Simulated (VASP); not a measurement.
# C (I4/mcm) in VASP: further runs

C is run at these levels: PBE; tasks: single point, relaxation of cell and atoms.

All numbers are computed with VASP 6.6.1; they aren't measurements. Logs are shortened: lines on timing, memory, paths and dates and some standing lists are left out, and cuts for length are marked.

## (1) The cell of the first run

Symmetry: I4/mcm, No. 140, tetragonal system. Conventional cell: a = 4.941 Å, b = 4.941 Å, c = 4.192 Å, α = 90.00°, β = 90.00°, γ = 90.00°. C (site symmetry m) has 4 C at 1.50 to 1.58 Å within 2.0 Å.

## (2) Single point, PBE

Input file INCAR:

```
SYSTEM = C
  PREC = Accurate
  ENCUT = 520
  EDIFF = 1E-7
  ISMEAR = 0
  SIGMA = 0.02
  LREAL = .False.
  LASPH = .True.
  NELM = 60
  ALGO = Normal
  ISIF = 2
  LWAVE = .False.
  LCHARG = .False.
  GGA = PE
  NBANDS = 26
```

Input file KPOINTS:

```
Automatic mesh
0
Gamma
  8 8 8
  0 0 0
```

Input file POSCAR:

```
C
1.0
   -2.4707351196      2.4707351196      2.0961837616
    2.4707351196     -2.4707351196      2.0961837616
    2.4707351196      2.4707351196     -2.0961837616
C
8
Direct
    0.5357391394      0.0357391394      0.2005380928
    0.8352010467      0.3352010467      0.7994619072
    0.0357391394      0.8352010467      0.5000000000
    0.3352010467      0.5357391394      0.5000000000
    0.6647989533      0.4642608606      0.5000000000
    0.9642608606      0.1647989533      0.5000000000
    0.1647989533      0.6647989533      0.2005380928
    0.4642608606      0.9642608606      0.7994619072
```

Potentials or basis: VASP PAW PBE potentials, release 64 (C).

Launch:

```bash
$ cat potpaw_PBE.64/C/POTCAR > POTCAR
$ mpirun -np 1 vasp_std > vasp.out
```

OUTCAR:

```text
SYSTEM = C
   PREC = Accurate
   ENCUT = 520
   EDIFF = 1E-7
   ISMEAR = 0
   LREAL = .False.
   LASPH = .True.
   NELM = 60
   ISIF = 2
   GGA = PE

 ion  position               nearest neighbor table
   1  0.536  0.036  0.201-   8 1.50   7 1.56   5 1.58   6 1.58
   2  0.835  0.335  0.799-   7 1.50   8 1.56   5 1.58   6 1.58
   3  0.036  0.835  0.500-   6 1.50   5 1.56   7 1.58   8 1.58
   4  0.335  0.536  0.500-   5 1.50   6 1.56   7 1.58   8 1.58
   5  0.665  0.464  0.500-   4 1.50   3 1.56   2 1.58   1 1.58
   6  0.964  0.165  0.500-   3 1.50   4 1.56   2 1.58   1 1.58
   7  0.165  0.665  0.201-   2 1.50   1 1.56   3 1.58   4 1.58
   8  0.464  0.964  0.799-   1 1.50   2 1.56   3 1.58   4 1.58

  LATTYP: Found a body centered tetragonal cell.
 ALAT       =     4.9414702392
 C/A-ratio  =     0.8484048917

  Lattice vectors:

 A1 = (  -2.4707351196,   2.4707351196,   2.0961837616)
 A2 = (   2.4707351196,  -2.4707351196,   2.0961837616)
 A3 = (   2.4707351196,   2.4707351196,  -2.0961837616)

Analysis of symmetry for initial positions (statically):
=====================================================================
 Subroutine PRICEL returns:
 Original cell was already a primitive cell.

 Routine SETGRP: Setting up the symmetry group for a
 body centered tetragonal supercell.

 Subroutine GETGRP returns: Found 16 space group operations
 (whereof  8 operations were pure point group operations)
 out of a pool of 16 trial point group operations.

The static configuration has the point symmetry C_4h.
 The point group associated with its full space group is D_4h.

Analysis of symmetry for dynamics (positions and initial velocities):
=====================================================================
 Subroutine PRICEL returns:
 Original cell was already a primitive cell.

 Routine SETGRP: Setting up the symmetry group for a
 body centered tetragonal supercell.

 Subroutine GETGRP returns: Found 16 space group operations
 (whereof  8 operations were pure point group operations)
 out of a pool of 16 trial point group operations.

The dynamic configuration has the point symmetry C_4h.
 The point group associated with its full space group is D_4h.

 Subroutine INISYM returns: Found 16 space group operations
 (whereof  8 operations are pure point group operations),
 and found     1 'primitive' translations

----------------------------------------------------------------------------------------

                                     Primitive cell

  volume of cell :      51.1849

  direct lattice vectors                    reciprocal lattice vectors
    -2.470735120  2.470735120  2.096183762     0.000000000  0.202368921  0.238528706
     2.470735120 -2.470735120  2.096183762     0.202368921  0.000000000  0.238528706
     2.470735120  2.470735120 -2.096183762     0.202368921  0.202368921  0.000000000

  length of vectors
     4.074684089  4.074684089  4.074684089     0.312808446  0.312808446  0.286192873

  position of ions in fractional coordinates (direct lattice)
     0.535739139  0.035739139  0.200538093
     0.835201047  0.335201047  0.799461907
     0.035739139  0.835201047  0.500000000
     0.335201047  0.535739139  0.500000000
     0.664798953  0.464260861  0.500000000
     0.964260861  0.164798953  0.500000000
     0.164798953  0.664798953  0.200538093
     0.464260861  0.964260861  0.799461907

  ion indices of the primitive-cell ions
   primitive index   ion index
                 1           1
                 2           2
                 3           3
                 4           4
                 5           5
                 6           6
                 7           7
                 8           8

----------------------------------------------------------------------------------------

 KPOINTS: Automatic mesh

Automatic generation of k-mesh.
 Grid dimensions read from file:
 generate k-points for:    8    8    8

 Generating k-lattice:

  Cartesian coordinates                     Fractional coordinates (reciprocal lattice)
     0.000000000  0.025296115  0.029816088     0.125000000 -0.000000000  0.000000000
     0.025296115  0.000000000  0.029816088    -0.000000000  0.125000000  0.000000000
     0.025296115  0.025296115  0.000000000     0.000000000  0.000000000  0.125000000

  Length of vectors
     0.039101056  0.039101056  0.035774109

  Shift w.r.t. Gamma in fractional coordinates (k-lattice)
     0.000000000  0.000000000  0.000000000

 Subroutine IBZKPT returns following result:
 ===========================================

 Found     59 irreducible k-points:

 Following reciprocal coordinates:
            Coordinates               Weight
  0.000000  0.000000  0.000000      1.000000
  0.125000 -0.000000  0.000000      8.000000
  0.250000 -0.000000  0.000000      8.000000
  0.375000  0.000000  0.000000      8.000000
  0.500000 -0.000000  0.000000      4.000000
  0.125000  0.125000  0.000000      8.000000
[... 16 lines left out ...]
[... 37 lines left out ...]
   EFERMI_NEDOS =   21; number of points for ismear=-14 and -15
   IALGO  =     38    algorithm
   IMIX   =      4    mixing-type and parameters
     AMIX     =   0.40;   BMIX     =  1.00
     AMIX_MAG =   1.60;   BMIX_MAG =  1.00
  volume/ion in A,a.u.               =       6.40        43.18
  Fermi-wavevector in a.u.,A,eV,Ry     =   1.399837  2.645309 26.661224  1.959545
  Thomas-Fermi vector in A             =   2.522857
   LORBIT       =      0    0 simple, 1 ext, 2 COOP (PROOUT), +10 PAW based schemes
   GGA     = PE    functional components
   LHFCALC =     F    Hartree Fock is set to
   AEXX    =    0.0000 exact exchange contribution
   IVDW    =     0    specifies the selected vdW correction
   LEPSILON=     F    determine dielectric tensor
   LRPA    =     F    only Hartree local field effects (RPA)
 non-spin polarized calculation
 Gauss-broadening in eV      SIGMA  =   0.02
  energy-cutoff  :      520.00
  volume of cell :       51.18
 maximum number of plane-waves:      1397
   NGX = 15   NGY = 15   NGZ = 15

 number of electron      32.0000003 magnetization

 Free energy of the ion-electron system (eV)
  ---------------------------------------------------
  ext. energy  EPLUGINS =         0.00000000
  ---------------------------------------------------
  free energy    TOTEN  =       -70.31744543 eV

  energy without entropy =      -70.31744543  energy(sigma->0) =      -70.31744543

 E-fermi :   8.4675     XC(G=0): -12.3028

 val. band max:        8.3207945624   @ k =   0.5000   0.5000   0.5000
 cond. band min:      11.3872401790   @ k =  -0.2500   0.2500   0.0000
 fundamental gap:      3.0664456166
 Fermi energy:         8.4674799436

 k-point     1 :       0.0000    0.0000    0.0000
  band No.  band energies     occupation
      1     -13.0737      2.00000
      2      -5.7368      2.00000
      3      -4.8767      2.00000
      4      -3.2049      2.00000
      5      -3.2049      2.00000
      6      -3.0294      2.00000
[... 18 lines left out ...]
     25      20.3842      0.00000
     26      21.2031      0.00000

 k-point     2 :       0.1250   -0.0000    0.0000
  band No.  band energies     occupation
      1     -12.9106      2.00000
      2      -6.3924      2.00000
      3      -5.0966      2.00000
      4      -3.9946      2.00000
      5      -3.6616      2.00000
      6      -3.2549      2.00000
[... 18 lines left out ...]
     25      20.4393      0.00000
     26      20.5230      0.00000

 k-point     3 :       0.2500   -0.0000    0.0000
  band No.  band energies     occupation
      1     -12.4247      2.00000
      2      -7.7462      2.00000
      3      -5.5603      2.00000
      4      -4.8153      2.00000
      5      -4.0630      2.00000
      6      -3.8454      2.00000
[... 572 lines left out ...]
 k-point    23 :       0.2500    0.1250    0.1250
  band No.  band energies     occupation
      1     -11.4529      2.00000
      2      -9.2381      2.00000
      3      -6.8383      2.00000
      4      -6.0849      2.00000
      5      -3.1349      2.00000
      6      -2.9812      2.00000
[... 18 lines left out ...]
     25      18.6042      0.00000
     26      19.1537      0.00000

 k-point    24 :       0.3750    0.1250    0.1250
  band No.  band energies     occupation
      1     -10.4392      2.00000
      2     -10.4392      2.00000
      3      -6.6498      2.00000
      4      -6.6498      2.00000
      5      -3.1231      2.00000
      6      -3.1231      2.00000
[... 18 lines left out ...]
     25      18.9007      0.00000
     26      18.9010      0.00000

 [... further k-points ...]

------------------------ aborting loop because EDIFF is reached ----------------------------------------

  FORCE on cell =-STRESS in cart. coord.  units (eV):
  Direction    XX          YY          ZZ          XY          YZ          ZX
  --------------------------------------------------------------------------------------
  -------------------------------------------------------------------------------------
  Total        0.1489319      0.1489319      0.1664786      0.0000000      0.0000000      0.0000000
  in kB        4.6618317      4.6618317      5.2110734      0.0000000      0.0000000      0.0000000
  external PRESSURE =       4.8449123 kB  Pullay stress =       0.0000000 kB

 VOLUME and BASIS-vectors are now :
 -----------------------------------------------------------------------------
  energy-cutoff  :      520.00
  volume of cell :       51.18
      direct lattice vectors                 reciprocal lattice vectors
    -2.470735120  2.470735120  2.096183762     0.000000000  0.202368921  0.238528706
     2.470735120 -2.470735120  2.096183762     0.202368921  0.000000000  0.238528706
     2.470735120  2.470735120 -2.096183762     0.202368921  0.202368921  0.000000000

 POSITION                                       TOTAL-FORCE (eV/Angst)
 -----------------------------------------------------------------------------------
     -0.73989      1.73084      0.77756        -0.007497     -0.007497      0.005822
      0.73989      3.21063      0.77756         0.007497      0.007497      0.005822
      3.21063     -0.73989      0.77756         0.007497     -0.007497      0.005822
      1.73084      0.73989      0.77756        -0.007497      0.007497      0.005822
      0.73989      1.73084      1.31862         0.007497     -0.007497     -0.005822
     -0.73989      3.21063      1.31862        -0.007497      0.007497     -0.005822
      1.73084     -0.73989      1.31862        -0.007497     -0.007497     -0.005822
      3.21063      0.73989      1.31862         0.007497      0.007497     -0.005822
 -----------------------------------------------------------------------------------
    total drift:                               -0.000000      0.000000      0.000000

  FREE ENERGIE OF THE ION-ELECTRON SYSTEM (eV)
  ---------------------------------------------------
  free  energy   TOTEN  =       -70.3174454298 eV

  energy  without entropy=      -70.3174454298  energy(sigma->0) =      -70.31744543
```

Wall time 45 s (1 thread of Intel Xeon Platinum 8559C (Emerald Rapids), shared host); peak memory 0.19 GiB.

What came out:

| Item | Value |
| --- | --- |
| Free energy | -70.3174 eV |
| Pressure | 0.5 GPa |
| Largest force | 0.012 eV/Å |
| Band gap on the k mesh | 3.07 eV, indirect (least direct gap 3.43 eV) |

Forces in eV/Å, atoms in the order of the input:
```
C   -0.007 -0.007  0.006
C    0.007  0.007  0.006
C    0.007 -0.007  0.006
C   -0.007  0.007  0.006
C    0.007 -0.007 -0.006
C   -0.007  0.007 -0.006
C   -0.007 -0.007 -0.006
C    0.007  0.007 -0.006
```

A k mesh can miss the band edges.

## (3) Relaxation of cell and atoms, PBE

This run uses another cell than the first one, of 6.04 Å³/atom, 0.943 times its volume.

Input file INCAR:

```
SYSTEM = C
PREC = Accurate
ENCUT = 600
EDIFF = 1E-7
ISMEAR = 0
SIGMA = 0.1
LREAL = .FALSE.
LASPH = .TRUE.
NELM = 60
ALGO = Normal
ISIF = 3
LWAVE = .FALSE.
LCHARG = .FALSE.
GGA = PE
IBRION = 2
NSW = 90
EDIFFG = -0.04
```

Input file KPOINTS:

```
Automatic mesh
0
G
  6 6 6
  0 0 0
```

Input file POSCAR:

```
C
1.0
   -2.4457693300      2.4457693300      2.0180604700
    2.4457693300     -2.4457693300      2.0180604700
    2.4457693300      2.4457693300     -2.0180604700
C
8
Direct
    0.5385858800      0.0385858800      0.2035503400
    0.8350355400      0.3350355400      0.7964496600
    0.0385858800      0.8350355400      0.5000000000
    0.3350355400      0.5385858800      0.5000000000
    0.6649644600      0.4614141200      0.5000000000
    0.9614141200      0.1649644600      0.5000000000
    0.1649644600      0.6649644600      0.2035503400
    0.4614141200      0.9614141200      0.7964496600
```

Potentials or basis: VASP PAW PBE potentials, release 64 (C).

Launch:

```bash
$ cat potpaw_PBE.64/C/POTCAR > POTCAR
$ mpirun -np 1 vasp_std > vasp.out
```

Run time: 83 s. Hardware: 1 thread of Intel Xeon Platinum 8559C (Emerald Rapids), shared host; peak memory 0.17 GiB.

Results (log left out):

```
Free energy                            : -70.3240 eV
Relaxed volume                         : 6.40 Å³/atom
Relaxed cell                           : a = 4.075 Å, b = 4.075 Å, c = 4.075 Å, α = 105.35°, β = 105.35°, γ = 118.07°
Space group after relaxing (to 0.05 Å) : I4/mcm (No. 140)
Energy gained by relaxing              : 46.0 meV/atom
Ionic steps                            : 8
Pressure after relaxing                : 0.0 GPa
Band gap on the k mesh                 : 3.06 eV, indirect (least direct gap 3.44 eV)
```

Stress tensor (GPa, compression positive):
```
 0.01  0.00  0.00
 0.00  0.01  0.00
 0.00  0.00 -0.14
```

Step by step:
```tsv
step	energy change (eV)	largest force (eV/Å)	pressure (GPa)	volume (Å³)
1	0.0000	0.8987	26.65	48.29
2	0.4264	1.9463	-26.68	55.58
3	-0.3538	0.4925	0.82	51.05
4	-0.3542	0.4619	1.44	50.98
5	-0.3138	0.8743	-2.87	51.69
6	-0.3681	0.0672	-0.17	51.21
7	-0.3678	0.0997	0.16	51.18
8	-0.3684	0.0011	-0.04	51.20
```

Final structure:
```cif
data_structure
_symmetry_space_group_name_H-M 'P 1'
_symmetry_Int_Tables_number 1
_cell_length_a 4.0750
_cell_length_b 4.0750
_cell_length_c 4.0750
_cell_angle_alpha 105.351
_cell_angle_beta 105.351
_cell_angle_gamma 118.069
_cell_volume 51.20
loop_
_atom_site_label
_atom_site_type_symbol
_atom_site_fract_x
_atom_site_fract_y
_atom_site_fract_z
_atom_site_occupancy
C1 C 0.53575 0.03575 0.20051 1
C2 C 0.83524 0.33524 0.79949 1
C3 C 0.03575 0.83524 0.50000 1
C4 C 0.33524 0.53575 0.50000 1
C5 C 0.66476 0.46425 0.50000 1
C6 C 0.96425 0.16476 0.50000 1
C7 C 0.16476 0.66476 0.20051 1
C8 C 0.46425 0.96425 0.79949 1
```

Levels at points of the mesh, in eV from the valence-band top:
| k point | band 12 | band 13 | band 14 | band 15 | band 16 | band 17 | band 18 | band 19 | band 20 | band 21 |
| --- | --- | --- | --- | --- | --- | --- | --- | --- | --- | --- |
| (0.00, 0.00, 0.00) | -5.32 | -3.57 | -0.73 | -0.28 | -0.28 | 3.16 | 3.83 | 3.83 | 5.59 | 7.76 |
| (0.50, 0.00, 0.00) | -5.36 | -4.80 | -4.80 | -3.29 | -3.29 | 5.82 | 5.82 | 6.79 | 6.79 | 7.19 |
| (0.50, 0.50, 0.00) | -5.24 | -4.32 | -3.46 | -2.85 | -1.71 | 3.47 | 5.35 | 6.88 | 7.05 | 7.66 |
| (0.50, 0.50, 0.50) | -4.51 | -4.51 | -3.37 | -3.37 | 0.00 | 4.23 | 4.75 | 7.57 | 7.93 | 7.93 |

A k mesh can miss the band edges. Expect the measured gap to be larger: semilocal functionals such as PBE lack the derivative discontinuity.

## (4) Relaxation of cell and atoms, PBE

Input file INCAR:

```
PREC = Accurate
ENCUT = 600
EDIFF = 1E-6
ISMEAR = 0
SIGMA = 0.02
LREAL = False
LASPH = True
NELM = 60
ALGO = Normal
ISIF = 3
LWAVE = False
LCHARG = False
GGA = PE
IBRION = 2
NSW = 100
EDIFFG = -0.01
```

Input file KPOINTS:

```
regular mesh
0
Gamma
  8 8 8
```

Input file POSCAR:

```
C
1.0
   -2.4708819221      2.4708819221      2.0959560462
    2.4708819221     -2.4708819221      2.0959560462
    2.4708819221      2.4708819221     -2.0959560462
C
8
Direct
    0.5357393827      0.0357393827      0.2005409329
    0.8351984497      0.3351984497      0.7994590671
    0.0357393827      0.8351984497      0.5000000000
    0.3351984497      0.5357393827      0.5000000000
    0.6648015503      0.4642606173      0.5000000000
    0.9642606173      0.1648015503      0.5000000000
    0.1648015503      0.6648015503      0.2005409329
    0.4642606173      0.9642606173      0.7994590671
```

Launch:

```bash
$ cat potpaw_PBE.64/C/POTCAR > POTCAR
$ mpirun -np 1 vasp_std > vasp.out
```

It took 45 s on 1 thread of Intel Xeon Platinum 8559C (Emerald Rapids), shared host; peak memory 0.21 GiB.

It converged, with:

```yaml
Free_energy: -70.3340 eV
Pressure_after_relaxing: -0.1 GPa
Largest_force_after_relaxing: 0.009 eV/Å
Band_gap_on_the_k_mesh: 3.07 eV, indirect (least direct gap 3.44 eV)
```

Forces on the atoms (eV/Å):
```
C   -0.004 -0.004  0.006
C    0.004  0.004  0.006
C    0.004 -0.004  0.006
C   -0.004  0.004  0.006
C    0.004 -0.004 -0.006
C   -0.004  0.004 -0.006
C   -0.004 -0.004 -0.006
C    0.004  0.004 -0.006
```

Stress tensor (GPa, compression positive):
```
-0.15  0.00  0.00
 0.00 -0.15  0.00
 0.00  0.00  0.07
```

Final structure:
```
CELL_PARAMETERS angstrom
-2.47088 2.47088 2.09596
2.47088 -2.47088 2.09596
2.47088 2.47088 -2.09596
ATOMIC_POSITIONS crystal
C 0.53574 0.03574 0.20054
C 0.83520 0.33520 0.79946
C 0.03574 0.83520 0.50000
C 0.33520 0.53574 0.50000
C 0.66480 0.46426 0.50000
C 0.96426 0.16480 0.50000
C 0.16480 0.66480 0.20054
C 0.46426 0.96426 0.79946
```

Levels at points of the mesh, in eV from the valence-band top:
| k point | band 13 | band 14 | band 15 | band 16 | band 17 | band 18 | band 19 | band 20 |
| --- | --- | --- | --- | --- | --- | --- | --- | --- |
| (0.00, 0.00, 0.00) | -3.58 | -0.73 | -0.28 | -0.28 | 3.15 | 3.83 | 3.83 | 5.60 |
| (0.50, 0.00, 0.00) | -4.80 | -4.80 | -3.30 | -3.30 | 5.81 | 5.81 | 6.80 | 6.80 |
| (0.50, 0.50, 0.00) | -4.32 | -3.47 | -2.85 | -1.71 | 3.47 | 5.34 | 6.87 | 7.07 |
| (0.50, 0.50, 0.50) | -4.52 | -3.37 | -3.37 | 0.00 | 4.22 | 4.75 | 7.56 | 7.83 |

Caveat: the relaxation stopped at its first step, so nothing moved. A k mesh can miss the band edges.

## (5) Overview

| task | cell | k mesh | cutoff (eV) | smearing | gap on the mesh (eV) | pressure (GPa) | largest force (eV/Å) |
| --- | --- | --- | --- | --- | --- | --- | --- |
| single point | a = 4.075 Å, angles 105.3, 105.3, 118.1°, 8 atoms | 8 × 8 × 8 | 520 | gaussian 0.02 eV | 3.07 | 0.5 | 0.01 |
| relaxation of cell and atoms | relaxed from a = 4.005 Å, angles 104.7, 104.7, 119.5°, 8 atoms | 6 × 6 × 6 | 600 | gaussian 0.1 eV | 3.06 | 0.0 | - |
| relaxation of cell and atoms | relaxed from a = 4.075 Å, angles 105.3, 105.3, 118.1°, 8 atoms | 8 × 8 × 8 | 600 | gaussian 0.02 eV | 3.07 | -0.1 | 0.01 |

Alike in all rows: level PBE; potentials or basis VASP PAW PBE potentials, release 64 (C); no spin polarisation.

Caveats: the relaxation stopped at its first step, so nothing moved (some runs).

Absolute energies hang on the potentials; compare differences alone.
